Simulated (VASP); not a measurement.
Here is a VASP 6.6.1 calculation.

Contents of INCAR:

```
ALGO     = Fast           # electronic algorithm
EDIFF    = 1E-6           # SCF threshold, eV
ENCUT    = 520            # plane-wave cutoff, eV
GGA      = PS             # functional
ISIF     = 2              # what is computed and relaxed
ISMEAR   = 0              # smearing method
LASPH    = T              # aspherical terms in the spheres
LCHARG   = T              # write CHGCAR
LELF     = T              # ELF
LREAL    = F              # projectors in reciprocal space
LVHAR    = T            
LWAVE    = F              # write WAVECAR
NBANDS   = 24             # bands
NELM     = 60             # most SCF steps
PREC     = Accurate       # precision mode
SIGMA    = 0.1            # smearing width, eV
```

Contents of KPOINTS:

```
k-points
0
Gamma
  12 12 8
```

File POSCAR:

```
Al3Cu2
1.0
    4.0528232454      0.0000000000      0.0000000000
   -2.0264116227      3.5098478876      0.0000000000
    0.0000000000      0.0000000000      4.9292538072
Al Cu
3 2
Direct
    0.0000000000      0.0000000000      0.0000000000
    0.3333333333      0.6666666667      0.3518272252
    0.6666666667      0.3333333333      0.6481727748
    0.3333333333      0.6666666667      0.8425221530
    0.6666666667      0.3333333333      0.1574778470
```

Potentials or basis: VASP PAW PBE potentials, release 64 (Al, Cu).

The run is started by

```console
$ cat potpaw_PBE.64/Al/POTCAR potpaw_PBE.64/Cu/POTCAR > POTCAR
$ mpirun -np 1 vasp_std > vasp.out
```

What does it give for the largest force?

0.008 eV/Å.

What does it give for the pressure?

4.6 GPa.

What does it give for the band gap on the k mesh?

Zero (an odd number of electrons rules out a gap without spin polarisation).

Forces in eV/Å, atoms in the order of the input:
```
Al   0.000  0.000  0.000
Al   0.000  0.000  0.008
Al   0.000  0.000 -0.008
Cu   0.000  0.000  0.004
Cu   0.000  0.000 -0.004
```

Caveat: the cell stands under pressure; the PAW data sets were made with another functional, which shifts forces and pressure a little.
